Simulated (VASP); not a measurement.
Write the native input for VASP 6.6.1 that does the following.

```yaml
Task: single point
Functional: PBE
Potentials_or_basis: VASP PAW PBE potentials, release 64 (Cu)
Cutoff: 520 eV
k_mesh: 22 × 22 × 22
Occupations: gaussian, width 0.15 eV
Spin: no spin polarisation
Dipole_correction: no
Further_INCAR_settings: ALGO = Normal; EDIFF = 1e-06; NBANDS = 12
```

The structure of Cu lies in POSCAR:

```
Cu
1.0
    0.0000000000      1.8075000000      1.8075000000
    1.8255750000      0.0000000000      1.8075000000
    1.8255750000      1.8075000000      0.0000000000
Cu
1
Direct
    0.0000000000      0.0000000000      0.0000000000
```

This cell differs from its parent crystal: strain +0.0100 x Voigt [1, 0, 0, 0, 0, 0].

The input as run:

INCAR

```
SYSTEM = Cu
  ALGO = Normal
  EDIFF = 1E-6
  ENCUT = 520
  GGA = PE
  ISIF = 2
  ISMEAR = 0
  LASPH = .TRUE.
  LCHARG = .FALSE.
  LREAL = .FALSE.
  LWAVE = .FALSE.
  NBANDS = 12
  NELM = 60
  PREC = Accurate
  SIGMA = 0.15
```

KPOINTS

```
k-points
0
G
  22 22 22
  0 0 0
```

Potentials or basis: VASP PAW PBE potentials, release 64 (Cu).

The run is started by

```bash
$ cat potpaw_PBE.64/Cu/POTCAR > POTCAR
$ mpirun -np 1 vasp_std > vasp.out
```

Results of the run:

| Quantity | Value |
| --- | --- |
| Pressure | 0.9 GPa |
| Band gap on the k mesh | zero (an odd number of electrons rules out a gap without spin polarisation) |

Caveat: the cell differs from its parent crystal (strain +0.0100 x Voigt [1, 0, 0, 0, 0, 0]).

It took 39 s on 1 thread of Intel(R) Xeon(R) 6975P-C (Granite Rapids), with other jobs on the host, peak memory 0.22 GiB.
